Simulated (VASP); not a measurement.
# O (Pm-3m) in VASP: single point with PBE

Aim: the single point of O with PBE.

Everything below comes from runs of VASP 6.6.1. Logs are shortened: lines on timing, memory, paths and dates and some standing lists are left out, and cuts for length are marked.

### Step 1. The cell of the first run

The structure is cubic, space group Pm-3m (No. 221). Conventional cell: a = 1.996 Å, b = 1.996 Å, c = 1.996 Å, α = 90.00°, β = 90.00°, γ = 90.00°. O (site symmetry m-3m) has 6 O at 2.00 Å within 2.6 Å.

### Step 2. Single point, PBE

Input file INCAR:

```
SYSTEM = O
PREC     = Accurate       ! precision mode
ENCUT    = 520            ! plane-wave cutoff, eV
EDIFF    = 1E-7           ! SCF threshold, eV
ISMEAR   = -1             ! smearing method
SIGMA    = 0.13605693000000002 ! smearing width, eV
LREAL    = .False.        ! projectors in reciprocal space
LASPH    = .True.         ! aspherical terms in the spheres
NELM     = 80             ! most SCF steps
ALGO     = Normal         ! electronic algorithm
ISIF     = 2              ! what is computed and relaxed
LWAVE    = .False.        ! write WAVECAR
LCHARG   = .False.        ! write CHGCAR
GGA      = PE             ! functional
NBANDS   = 9              ! bands
```

Input file KPOINTS:

```
Automatic mesh
0
Gamma
  16 16 16
  0 0 0
```

Input file POSCAR:

```
O
1.0
    1.9956572437      0.0000000000      0.0000000000
    0.0000000000      1.9956572437      0.0000000000
    0.0000000000      0.0000000000      1.9956572437
O
1
Direct
    0.0000000000      0.0000000000      0.0000000000
```

Potentials or basis: VASP PAW PBE potentials, release 64 (O).

Command:

```sh
$ cat potpaw_PBE.64/O/POTCAR > POTCAR
$ mpirun -np 1 vasp_std > vasp.out
```

OUTCAR:

```text
SYSTEM = O
   PREC = Accurate
   ENCUT = 520
   EDIFF = 1E-7
   ISMEAR = -1
   LREAL = .False.
   LASPH = .True.
   NELM = 80
   ISIF = 2
   GGA = PE

 ion  position               nearest neighbor table
   1  0.000  0.000  0.000-

  LATTYP: Found a simple cubic cell.
 ALAT       =     1.9956572437

  Lattice vectors:

 A1 = (   1.9956572437,   0.0000000000,   0.0000000000)
 A2 = (   0.0000000000,   1.9956572437,   0.0000000000)
 A3 = (   0.0000000000,   0.0000000000,   1.9956572437)

Analysis of symmetry for initial positions (statically):
=====================================================================
 Subroutine PRICEL returns:
 Original cell was already a primitive cell.

 Routine SETGRP: Setting up the symmetry group for a
 simple cubic supercell.

 Subroutine GETGRP returns: Found 48 space group operations
 (whereof 48 operations were pure point group operations)
 out of a pool of 48 trial point group operations.

The static configuration has the point symmetry O_h .

Analysis of symmetry for dynamics (positions and initial velocities):
=====================================================================
 Subroutine PRICEL returns:
 Original cell was already a primitive cell.

 Routine SETGRP: Setting up the symmetry group for a
 simple cubic supercell.

 Subroutine GETGRP returns: Found 48 space group operations
 (whereof 48 operations were pure point group operations)
 out of a pool of 48 trial point group operations.

The dynamic configuration has the point symmetry O_h .

 Subroutine INISYM returns: Found 48 space group operations
 (whereof 48 operations are pure point group operations),
 and found     1 'primitive' translations

----------------------------------------------------------------------------------------

                                     Primitive cell

  volume of cell :       7.9480

  direct lattice vectors                    reciprocal lattice vectors
     1.995657244  0.000000000  0.000000000     0.501088052  0.000000000  0.000000000
     0.000000000  1.995657244  0.000000000     0.000000000  0.501088052  0.000000000
     0.000000000  0.000000000  1.995657244     0.000000000  0.000000000  0.501088052

  length of vectors
     1.995657244  1.995657244  1.995657244     0.501088052  0.501088052  0.501088052

  position of ions in fractional coordinates (direct lattice)
     0.000000000  0.000000000  0.000000000

  ion indices of the primitive-cell ions
   primitive index   ion index
                 1           1

----------------------------------------------------------------------------------------

 KPOINTS: Automatic mesh

Automatic generation of k-mesh.
 Grid dimensions read from file:
 generate k-points for:   16   16   16

 Generating k-lattice:

  Cartesian coordinates                     Fractional coordinates (reciprocal lattice)
     0.031318003  0.000000000  0.000000000     0.062500000  0.000000000  0.000000000
     0.000000000  0.031318003  0.000000000     0.000000000  0.062500000  0.000000000
     0.000000000  0.000000000  0.031318003     0.000000000  0.000000000  0.062500000

  Length of vectors
     0.031318003  0.031318003  0.031318003

  Shift w.r.t. Gamma in fractional coordinates (k-lattice)
     0.000000000  0.000000000  0.000000000

 Subroutine IBZKPT returns following result:
 ===========================================

 Found    165 irreducible k-points:

 Following reciprocal coordinates:
            Coordinates               Weight
  0.000000  0.000000  0.000000      1.000000
  0.062500  0.000000  0.000000      6.000000
  0.125000  0.000000  0.000000      6.000000
  0.187500  0.000000  0.000000      6.000000
  0.250000  0.000000  0.000000      6.000000
  0.312500  0.000000  0.000000      6.000000
[... 16 lines left out ...]
  0.437500  0.125000  0.000000     24.000000
  0.500000  0.125000  0.000000     12.000000
 [... further k-points ...]
   k-points           NKPTS =    165   k-points in BZ     NKDIM =    165   number of bands    NBANDS=      9
   number of dos      NEDOS =    301   number of ions     NIONS =      1
   total plane-waves  NPLWV =   4096
   dimension x,y,z NGX =    16 NGY =   16 NGZ =   16
   dimension x,y,z NGXF=    32 NGYF=   32 NGZF=   32
   ions per type =               1
   NGX,Y,Z   is equivalent  to a cutoff of  13.33, 13.33, 13.33 a.u.
   NGXF,Y,Z  is equivalent  to a cutoff of  26.66, 26.66, 26.66 a.u.
 SYSTEM =  O
   PREC   = accura    normal or accurate (medium, high low for compatibility)
   ISTART =      0    job   : 0-new  1-cont  2-samecut
   ICHARG =      2    charge: 1-file 2-atom 10-const
   ISPIN  =      1    spin polarized calculation?
   LNONCOLLINEAR =      F non collinear calculations
   LSORBIT =      F    spin-orbit coupling
   LASPH  =      T    aspherical Exc in radial PAW
   ENCUT  =  520.0 eV  38.22 Ry    6.18 a.u.   3.71  3.71  3.71*2*pi/ulx,y,z
   NELM   =     80;   NELMIN=  2; NELMDL= -5     # of ELM steps
   EDIFF  = 0.1E-06   stopping-criterion for ELM
   LREAL  =      F    real-space projection
   EDIFFG = 0.1E-05   stopping-criterion for IOM
   NSW    =      0    number of steps for IOM
   IBRION =     -1    ionic relax: 0-MD 1-quasi-New 2-CG
   NFREE  =      0    steps in history (QN), initial steepest desc. (CG)
   ISIF   =      2    stress and relaxation
   ISYM   =      2    0-nonsym 1-usesym 2-fastsym
   POTIM  = 0.5000    time-step for ionic-motion
   TEBEG  =    0.0;   TEEND  =   0.0 temperature during run
   PSTRESS=    0.0 pullay stress
   NELECT =       6.0000    total number of electrons
   NUPDOWN=      -1.0000    fix difference up-down
   EMIN   =  10.00;   EMAX   =-10.00  energy-range for DOS
   EFERMI =   0.00;   METHOD = LEGACY
   ISMEAR =    -1;   SIGMA  =   0.14  broadening in eV -4-tet -1-fermi 0-gaus
   EFERMI_NEDOS =   21; number of points for ismear=-14 and -15
   IALGO  =     38    algorithm
   IMIX   =      4    mixing-type and parameters
     AMIX     =   0.40;   BMIX     =  1.00
     AMIX_MAG =   1.60;   BMIX_MAG =  1.00
  volume/ion in A,a.u.               =       7.95        53.64
  Fermi-wavevector in a.u.,A,eV,Ry     =   1.490640  2.816900 30.232229  2.222006
  Thomas-Fermi vector in A             =   2.603396
   LORBIT       =      0    0 simple, 1 ext, 2 COOP (PROOUT), +10 PAW based schemes
   GGA     = PE    functional components
   LHFCALC =     F    Hartree Fock is set to
   AEXX    =    0.0000 exact exchange contribution
   IVDW    =     0    specifies the selected vdW correction
   LEPSILON=     F    determine dielectric tensor
   LRPA    =     F    only Hartree local field effects (RPA)
 non-spin polarized calculation
  energy-cutoff  :      520.00
  volume of cell :        7.95
 maximum number of plane-waves:       228
 NGX is ok and might be reduce to    16
   NGX =  7   NGY =  7   NGZ =  7

 number of electron       5.9999999 magnetization

 Free energy of the ion-electron system (eV)
  ---------------------------------------------------
  ext. energy  EPLUGINS =         0.00000000
  ---------------------------------------------------
  free energy    TOTEN  =        -3.13830368 eV

  energy without entropy =       -3.10269499  energy(sigma->0) =       -3.12049934

 E-fermi :   2.5678     XC(G=0): -11.8896

 val. band max:        2.5569895456   @ k =   0.1250   0.1250   0.1250
 cond. band min:       2.5805989779   @ k =   0.5000   0.1875   0.1875
 fundamental gap:      0.0236094323
 Fermi energy:         2.5678429403

 k-point     1 :       0.0000    0.0000    0.0000
  band No.  band energies     occupation
      1     -19.5893      2.00000
      2       3.6604      0.00065
      3       3.6604      0.00065
      4       3.6604      0.00065
      5      18.5456      0.00000
      6      29.6725      0.00000
      7      29.6725      0.00000
      8      47.1680      0.00000
      9      47.1680      0.00000

 k-point     2 :       0.0625    0.0000    0.0000
  band No.  band energies     occupation
      1     -19.4979      2.00000
      2       3.2551      0.01272
      3       3.6951      0.00050
      4       3.6951      0.00050
      5      18.7245      0.00000
      6      29.8056      0.00000
      7      29.8854      0.00000
      8      46.8817      0.00000
      9      46.8851      0.00000

 k-point     3 :       0.1250    0.0000    0.0000
  band No.  band energies     occupation
      1     -19.2264      2.00000
      2       2.1582      1.90614
      3       3.7952      0.00024
      4       3.7952      0.00024
      5      19.2047      0.00000
      6      30.2032      0.00000
      7      30.3739      0.00000
      8      46.0852      0.00000
      9      46.0852      0.00000

 k-point     4 :       0.1875    0.0000    0.0000
  band No.  band energies     occupation
      1     -18.7889      2.00000
      2       0.6273      2.00000
      3       3.9481      0.00008
      4       3.9481      0.00008
      5      19.8845      0.00000
      6      30.7686      0.00000
      7      30.8570      0.00000
      8      44.9183      0.00000
      9      44.9183      0.00000

 k-point     5 :       0.2500    0.0000    0.0000
  band No.  band energies     occupation
      1     -18.2149      2.00000
      2      -1.0789      2.00000
      3       4.1326      0.00002
      4       4.1326      0.00002
      5      20.6913      0.00000
      6      30.7115      0.00000
      7      31.7474      0.00000
      8      43.5899      0.00000
      9      43.5899      0.00000

 k-point     6 :       0.3125    0.0000    0.0000
  band No.  band energies     occupation
      1     -17.5556      2.00000
      2      -2.7453      2.00000
      3       4.3220      0.00001
      4       4.3220      0.00001
      5      21.5842      0.00000
      6      30.1387      0.00000
      7      32.8343      0.00000
      8      42.3289      0.00000
      9      42.3289      0.00000
[... 169 lines left out ...]
 k-point    21 :       0.3125    0.1250    0.0000
  band No.  band energies     occupation
      1     -17.2116      2.00000
      2      -2.4715      2.00000
      3       3.0424      0.05933
      4       4.4426      0.00000
      5      21.5577      0.00000
      6      30.3813      0.00000
      7      33.0947      0.00000
      8      40.1689      0.00000
      9      42.7150      0.00000

 k-point    22 :       0.3750    0.1250    0.0000
  band No.  band energies     occupation
      1     -16.5646      2.00000
      2      -3.8819      2.00000
      3       3.2678      0.01160
      4       4.6033      0.00000
      5      22.1492      0.00000
      6      29.6033      0.00000
      7      34.1393      0.00000
      8      39.0069      0.00000
      9      41.7925      0.00000

 k-point    23 :       0.4375    0.1250    0.0000
  band No.  band energies     occupation
      1     -16.0618      2.00000
      2      -4.8644      2.00000
      3       3.4230      0.00372
      4       4.7127      0.00000
      5      22.5988      0.00000
      6      28.9611      0.00000
      7      35.2946      0.00000
      8      37.7684      0.00000
      9      41.1816      0.00000

 k-point    24 :       0.5000    0.1250    0.0000
  band No.  band energies     occupation
      1     -15.8671      2.00000
      2      -5.2224      2.00000
      3       3.4784      0.00248
      4       4.7515      0.00000
      5      22.7732      0.00000
      6      28.7104      0.00000
      7      36.4933      0.00000
      8      36.5401      0.00000
      9      40.9687      0.00000

 [... further k-points ...]

------------------------ aborting loop because EDIFF is reached ----------------------------------------

  FORCE on cell =-STRESS in cart. coord.  units (eV):
  Direction    XX          YY          ZZ          XY          YZ          ZX
  --------------------------------------------------------------------------------------
  -------------------------------------------------------------------------------------
  Total        0.0115052      0.0115052      0.0115052     -0.0000000     -0.0000000      0.0000000
  in kB        2.3192388      2.3192388      2.3192388     -0.0000000     -0.0000000      0.0000000
  external PRESSURE =       2.3192388 kB  Pullay stress =       0.0000000 kB

 VOLUME and BASIS-vectors are now :
 -----------------------------------------------------------------------------
  energy-cutoff  :      520.00
  volume of cell :        7.95
      direct lattice vectors                 reciprocal lattice vectors
     1.995657244  0.000000000  0.000000000     0.501088052  0.000000000  0.000000000
     0.000000000  1.995657244  0.000000000     0.000000000  0.501088052  0.000000000
     0.000000000  0.000000000  1.995657244     0.000000000  0.000000000  0.501088052

 POSITION                                       TOTAL-FORCE (eV/Angst)
 -----------------------------------------------------------------------------------
      0.00000      0.00000      0.00000         0.000000      0.000000      0.000000
 -----------------------------------------------------------------------------------
    total drift:                               -0.000000      0.000000      0.000000

  FREE ENERGIE OF THE ION-ELECTRON SYSTEM (eV)
  ---------------------------------------------------
  free  energy   TOTEN  =        -3.1383036766 eV

  energy  without entropy=       -3.1026949950  energy(sigma->0) =       -3.12049934
```

Wall time 17 s (1 thread of AMD EPYC 7R13, shared host); peak memory 0.08 GiB.

What came out:

* Free energy: -3.1383 eV
* Pressure: 0.2 GPa
* Band gap on the k mesh: zero (bands 3 and 4 overlap by 5.60 eV)
